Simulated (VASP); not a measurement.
# Ta2Si (I4/mcm) in VASP: a series of runs

Ta2Si is run at these levels: PBEsol; tasks: single point.

Everything below comes from runs of VASP 6.6.1. Logs are shortened: lines on timing, memory, paths and dates and some standing lists are left out, and cuts for length are marked.

## 1. The cell of the first run

It takes space group I4/mcm (No. 140, tetragonal). Conventional cell: a = 5.891 Å, b = 5.891 Å, c = 4.637 Å, α = 90.00°, β = 90.00°, γ = 90.00°. Within 3.3 Å of Ta (site symmetry m2m) lie 4 Si at 2.49 Å and 11 Ta at 2.72 to 3.12 Å. Within 3.1 Å of Si (site symmetry 422) lie 2 Si at 2.32 Å and 8 Ta at 2.49 Å.

## 2. Single point, PBEsol (strain -0.040 along x and y, -0.080 along z)

Contents of INCAR:

```
SYSTEM = Ta2Si
PREC     = Accurate       ! precision mode
ENCUT    = 520            ! plane-wave cutoff, eV
EDIFF    = 1E-6           ! SCF threshold, eV
ISMEAR   = 0              ! smearing method
SIGMA    = 0.15           ! smearing width, eV
LREAL    = .False.        ! projectors in reciprocal space
LASPH    = .True.         ! aspherical terms in the spheres
NELM     = 100            ! most SCF steps
ALGO     = Fast           ! electronic algorithm
ISIF     = 2              ! what is computed and relaxed
LWAVE    = .False.        ! write WAVECAR
LCHARG   = .False.        ! write CHGCAR
GGA      = PS             ! functional
NBANDS   = 35             ! bands
```

Contents of KPOINTS:

```
regular mesh
0
Gamma
  12 12 12
  0 0 0
```

Contents of POSCAR:

```
Ta2Si
1.0
   -2.9456416507      2.9456416507      2.3183074125
    2.9456416507     -2.9456416507      2.3183074125
    2.9456416507      2.9456416507     -2.3183074125
Ta Si
4 2
Direct
    0.6630661939      0.8369338061      0.5000000000
    0.8369338061      0.3369338061      0.1738676123
    0.3369338061      0.1630661939      0.5000000000
    0.1630661939      0.6630661939      0.8261323878
    0.2500000000      0.2500000000      0.0000000000
    0.7500000000      0.7500000000      0.0000000000
```

Potentials or basis: VASP PAW PBE potentials, release 64 (Ta_pv, Si).

The run is started by

```
$ cat potpaw_PBE.64/Ta_pv/POTCAR potpaw_PBE.64/Si/POTCAR > POTCAR
$ mpirun -np 1 vasp_std > vasp.out
```

OUTCAR:

```text
SYSTEM = Ta2Si
   PREC = Accurate
   ENCUT = 520
   EDIFF = 1E-6
   ISMEAR = 0
   LREAL = .False.
   LASPH = .True.
   NELM = 100
   ISIF = 2
   GGA = PS

 ion  position               nearest neighbor table
   1  0.663  0.837  0.500-   5 2.49   6 2.49   6 2.49   5 2.49   3 2.72   3 2.73   3 2.73   2 3.01
                             2 3.01   4 3.01   4 3.01   2 3.12   4 3.12   4 3.12   2 3.12
   2  0.837  0.337  0.174-   6 2.49   5 2.49   5 2.49   6 2.49   4 2.72   4 2.73   4 2.73   1 3.01
                             3 3.01   3 3.01   1 3.01   1 3.12   3 3.12   3 3.12   1 3.12
   3  0.337  0.163  0.500-   6 2.49   5 2.49   5 2.49   6 2.49   1 2.72   1 2.73   1 2.73   2 3.01
                             2 3.01   4 3.01   4 3.01   2 3.12   4 3.12   4 3.12   2 3.12
   4  0.163  0.663  0.826-   6 2.49   5 2.49   5 2.49   6 2.49   2 2.72   2 2.73   2 2.73   3 3.01
                             1 3.01   1 3.01   3 3.01   3 3.12   1 3.12   1 3.12   3 3.12
   5  0.250  0.250  0.000-   6 2.32   6 2.32   4 2.49   1 2.49   3 2.49   4 2.49   1 2.49   3 2.49
                             2 2.49   2 2.49
   6  0.750  0.750  0.000-   5 2.32   5 2.32   4 2.49   3 2.49   1 2.49   3 2.49   4 2.49   1 2.49
                             2 2.49   2 2.49

  LATTYP: Found a body centered tetragonal cell.
 ALAT       =     5.8912833014
 C/A-ratio  =     0.7870296823

  Lattice vectors:

 A1 = (  -2.9456416507,   2.9456416507,   2.3183074125)
 A2 = (   2.9456416507,  -2.9456416507,   2.3183074125)
 A3 = (   2.9456416507,   2.9456416507,  -2.3183074125)

Analysis of symmetry for initial positions (statically):
=====================================================================
 Subroutine PRICEL returns:
 Original cell was already a primitive cell.

 Routine SETGRP: Setting up the symmetry group for a
 body centered tetragonal supercell.

 Subroutine GETGRP returns: Found 16 space group operations
 (whereof  8 operations were pure point group operations)
 out of a pool of 16 trial point group operations.

The static configuration has the point symmetry C_4h.
 The point group associated with its full space group is D_4h.

Analysis of symmetry for dynamics (positions and initial velocities):
=====================================================================
 Subroutine PRICEL returns:
 Original cell was already a primitive cell.

 Routine SETGRP: Setting up the symmetry group for a
 body centered tetragonal supercell.

 Subroutine GETGRP returns: Found 16 space group operations
 (whereof  8 operations were pure point group operations)
 out of a pool of 16 trial point group operations.

The dynamic configuration has the point symmetry C_4h.
[... 114 lines left out ...]
   ISIF   =      2    stress and relaxation
   ISYM   =      2    0-nonsym 1-usesym 2-fastsym
   POTIM  = 0.5000    time-step for ionic-motion
   TEBEG  =    0.0;   TEEND  =   0.0 temperature during run
   PSTRESS=    0.0 pullay stress
   NELECT =      52.0000    total number of electrons
   NUPDOWN=      -1.0000    fix difference up-down
   EMIN   =  10.00;   EMAX   =-10.00  energy-range for DOS
   EFERMI =   0.00;   METHOD = LEGACY
   ISMEAR =     0;   SIGMA  =   0.15  broadening in eV -4-tet -1-fermi 0-gaus
   EFERMI_NEDOS =   21; number of points for ismear=-14 and -15
   IALGO  =     68    algorithm
   IMIX   =      4    mixing-type and parameters
     AMIX     =   0.40;   BMIX     =  1.00
     AMIX_MAG =   1.60;   BMIX_MAG =  1.00
  volume/ion in A,a.u.               =      13.41        90.50
  Fermi-wavevector in a.u.,A,eV,Ry     =   1.415399  2.674717 27.257305  2.003355
  Thomas-Fermi vector in A             =   2.536842
   LORBIT       =      0    0 simple, 1 ext, 2 COOP (PROOUT), +10 PAW based schemes
   GGA     = PS    functional components
   LHFCALC =     F    Hartree Fock is set to
   AEXX    =    0.0000 exact exchange contribution
   IVDW    =     0    specifies the selected vdW correction
   LEPSILON=     F    determine dielectric tensor
   LRPA    =     F    only Hartree local field effects (RPA)
 non-spin polarized calculation
 RMM-DIIS sequential band-by-band and
 Gauss-broadening in eV      SIGMA  =   0.15
  energy-cutoff  :      520.00
  volume of cell :       80.46
 maximum number of plane-waves:      2192
   NGX = 17   NGY = 17   NGZ = 17

 number of electron      52.0000001 magnetization

 Free energy of the ion-electron system (eV)
  ---------------------------------------------------
  ext. energy  EPLUGINS =         0.00000000
  ---------------------------------------------------
  free energy    TOTEN  =       -63.12146935 eV

  energy without entropy =      -63.08982405  energy(sigma->0) =      -63.10564670

 E-fermi :   9.2335     XC(G=0): -13.4319

 val. band max:        9.2284881726   @ k =   0.5000   0.5000   0.1667
 cond. band min:       9.2421491962   @ k =  -0.2500  -0.4167   0.1667
 fundamental gap:      0.0136610236
 Fermi energy:         9.2335149946

 k-point     1 :       0.0000    0.0000    0.0000
  band No.  band energies     occupation
      1     -25.0647      2.00000
      2     -25.0094      2.00000
      3     -25.0094      2.00000
      4     -24.9827      2.00000
      5     -24.9827      2.00000
      6     -24.9788      2.00000
[... 901 lines left out ...]
     34      13.9894      0.00000
     35      14.4564      0.00000

 [... further k-points ...]

------------------------ aborting loop because EDIFF is reached ----------------------------------------

  FORCE on cell =-STRESS in cart. coord.  units (eV):
  Direction    XX          YY          ZZ          XY          YZ          ZX
  --------------------------------------------------------------------------------------
  -------------------------------------------------------------------------------------
  Total       24.4704720     24.4704720     31.6707299      0.0000000     -0.0000000      0.0000000
  in kB      487.2614914    487.2614914    630.6346299      0.0000000     -0.0000000      0.0000000
  external PRESSURE =     535.0525375 kB  Pullay stress =       0.0000000 kB

 VOLUME and BASIS-vectors are now :
 -----------------------------------------------------------------------------
  energy-cutoff  :      520.00
  volume of cell :       80.46
      direct lattice vectors                 reciprocal lattice vectors
    -2.945641651  2.945641651  2.318307412     0.000000000  0.169742304  0.215674590
     2.945641651 -2.945641651  2.318307412     0.169742304  0.000000000  0.215674590
     2.945641651  2.945641651 -2.318307412     0.169742304  0.169742304  0.000000000

 POSITION                                       TOTAL-FORCE (eV/Angst)
 -----------------------------------------------------------------------------------
      1.98497      0.96067      2.31831         0.466013     -0.466013     -0.000000
     -0.96067      1.98497      2.31831         0.466013      0.466013      0.000000
      0.96067      1.98497      0.00000        -0.466013      0.466013     -0.000000
      3.90631      0.96067      0.00000        -0.466013     -0.466013     -0.000000
      0.00000      0.00000      1.15915         0.000000      0.000000     -0.000000
      0.00000      0.00000      3.47746         0.000000      0.000000     -0.000000
 -----------------------------------------------------------------------------------
    total drift:                               -0.000000     -0.000000      0.000000

  FREE ENERGIE OF THE ION-ELECTRON SYSTEM (eV)
  ---------------------------------------------------
  free  energy   TOTEN  =       -63.1214693523 eV

  energy  without entropy=      -63.0898240484  energy(sigma->0) =      -63.10564670
```

OSZICAR:

```text
N       E                     dE             d eps       ncg     rms          rms(c)
DAV:   1     0.472281165711E+03    0.47228E+03   -0.27960E+04 11410   0.154E+03
DAV:   2    -0.447573670987E+02   -0.51704E+03   -0.50387E+03 12577   0.449E+02
DAV:   3    -0.660042920643E+02   -0.21247E+02   -0.20682E+02 14223   0.825E+01
DAV:   4    -0.663767051256E+02   -0.37241E+00   -0.37019E+00 13852   0.105E+01
DAV:   5    -0.663818315480E+02   -0.51264E-02   -0.51205E-02 14005   0.122E+00    0.432E+01
RMM:   6    -0.635264516380E+02    0.28554E+01   -0.57498E+00 12546   0.105E+01    0.210E+01
RMM:   7    -0.631693636973E+02    0.35709E+00   -0.35435E+00 13221   0.768E+00    0.276E+00
RMM:   8    -0.631197898361E+02    0.49574E-01   -0.26676E-01 13571   0.251E+00    0.169E+00
RMM:   9    -0.631220681192E+02   -0.22783E-02   -0.43398E-02 14723   0.906E-01    0.711E-01
RMM:  10    -0.631217902503E+02    0.27787E-03   -0.11212E-02 13916   0.505E-01    0.459E-01
RMM:  11    -0.631216078547E+02    0.18240E-03   -0.31917E-03 13926   0.251E-01    0.268E-01
RMM:  12    -0.631214469177E+02    0.16094E-03   -0.93951E-04 13853   0.174E-01    0.609E-02
RMM:  13    -0.631214713552E+02   -0.24438E-04   -0.24920E-04 15743   0.673E-02    0.297E-02
RMM:  14    -0.631214697249E+02    0.16303E-05   -0.32282E-05 14272   0.316E-02    0.220E-02
RMM:  15    -0.631214693523E+02    0.37254E-06   -0.88567E-06 12423   0.152E-02
   1 F= -.63121469E+02 E0= -.63105647E+02  d E =-.316453E-01
```

stdout:

```text
POSCAR found type information on POSCAR TaSi
 POSCAR found :  2 types and       6 ions
 scaLAPACK will be used
 -----------------------------------------------------------------------------
|                                                                             |
|                                                                             |
|     You enforced a specific xc type in the INCAR file but a different       |
|     I HOPE YOU KNOW WHAT YOU ARE DOING!                                     |
|                                                                             |
 -----------------------------------------------------------------------------

 LDA part: xc-table for (Slater+PW92), standard interpolation
 POSCAR, INCAR and KPOINTS ok, starting setup
 FFT: planning ... GRIDC
 FFT: planning ... GRID_SOFT
 FFT: planning ... GRID
 WAVECAR not read
 entering main loop
```

Wall time 6.6 min (1 thread of Intel Xeon Platinum 8259CL at 2.50GHz (Skylake/Cascade Lake), shared host); peak memory 0.46 GiB.

What came out:

* Free energy: -63.1215 eV
* Pressure: 53.5 GPa
* Largest force: 0.659 eV/Å
* Band gap on the k mesh: zero (band 26 reaches 9.94 eV, above the bottom of band 27 at 8.58 eV)

Forces on the atoms (eV/Å):
```
Ta   0.466 -0.466  0.000
Ta   0.466  0.466  0.000
Ta  -0.466  0.466  0.000
Ta  -0.466 -0.466  0.000
Si   0.000  0.000  0.000
Si   0.000  0.000  0.000
```

Stress tensor (GPa, compression positive):
```
48.73  0.00  0.00
 0.00 48.73  0.00
 0.00  0.00 63.06
```

Caveat: the cell differs from its parent crystal (strain -0.040 along x and y, -0.080 along z); the PAW data sets were made with another functional, which shifts forces and pressure a little; spin-orbit coupling is left out, which moves the levels of the heavy elements.

## 3. Single point, PBEsol (strain -0.080 along x and y, +0.040 along z)

Contents of INCAR:

```
SYSTEM = Ta2Si
PREC = Accurate
ENCUT = 520
EDIFF = 1E-6
ISMEAR = 0
SIGMA = 0.15
LREAL = .FALSE.
LASPH = .TRUE.
NELM = 80
ALGO = Fast
ISIF = 2
LWAVE = .FALSE.
LCHARG = .FALSE.
GGA = PS
NBANDS = 35
```

Contents of KPOINTS:

```
Automatic mesh
0
G
  12 12 12
  0 0 0
```

POSCAR, as its differences from that of step 2:

```diff
@@ -2,5 +2,5 @@
 1.0
-   -2.9456416507      2.9456416507      2.3183074125
-    2.9456416507     -2.9456416507      2.3183074125
-    2.9456416507      2.9456416507     -2.3183074125
+   -2.8229065819      2.8229065819      2.6206953359
+    2.8229065819     -2.8229065819      2.6206953359
+    2.8229065819      2.8229065819     -2.6206953359
 Ta Si
```

Potentials or basis: VASP PAW PBE potentials, release 64 (Ta_pv, Si).

The run is started by

```
$ cat potpaw_PBE.64/Ta_pv/POTCAR potpaw_PBE.64/Si/POTCAR > POTCAR
$ mpirun -np 1 vasp_std > vasp.out
```

Run time: 7 min. Hardware: 1 thread of Intel Xeon Platinum 8259CL at 2.50GHz (Skylake/Cascade Lake), shared host; peak memory 0.47 GiB.

Results (log left out):

```yaml
Free_energy: -63.3751 eV
Pressure: 41.0 GPa
Largest_force: 0.062 eV/Å
Band_gap_on_the_k_mesh: zero (band 26 reaches 9.11 eV, above the bottom of band 27 at 8.30 eV)
```

Forces in eV/Å, atoms in the order of the input:
```
Ta   0.044 -0.044  0.000
Ta   0.044  0.044  0.000
Ta  -0.044  0.044  0.000
Ta  -0.044 -0.044  0.000
Si   0.000  0.000  0.000
Si   0.000  0.000  0.000
```

Stress tensor (GPa, compression positive):
```
51.97  0.00  0.00
 0.00 51.97  0.00
 0.00  0.00 18.97
```

Levels at points of the mesh, in eV from the Fermi level:
```tsv
k point	band 23	band 24	band 25	band 26	band 27	band 28	band 29	band 30
(0.00, 0.00, 0.00)	-2.33	-1.77	-1.06	0.40	0.86	2.29	2.34	2.34
(0.50, 0.00, 0.00)	-1.91	-1.91	-0.71	-0.71	0.68	0.68	2.25	2.25
(0.50, 0.50, 0.00)	-2.30	-0.86	-0.68	-0.44	0.74	1.04	1.43	1.54
(0.50, 0.50, 0.50)	-1.28	-0.75	-0.75	-0.64	0.07	0.66	0.83	0.83
```

Caveat: the cell differs from its parent crystal (strain -0.080 along x and y, +0.040 along z); the PAW data sets were made with another functional, which shifts forces and pressure a little; spin-orbit coupling is left out, which moves the levels of the heavy elements.

(Continued in part 2 of 2.)
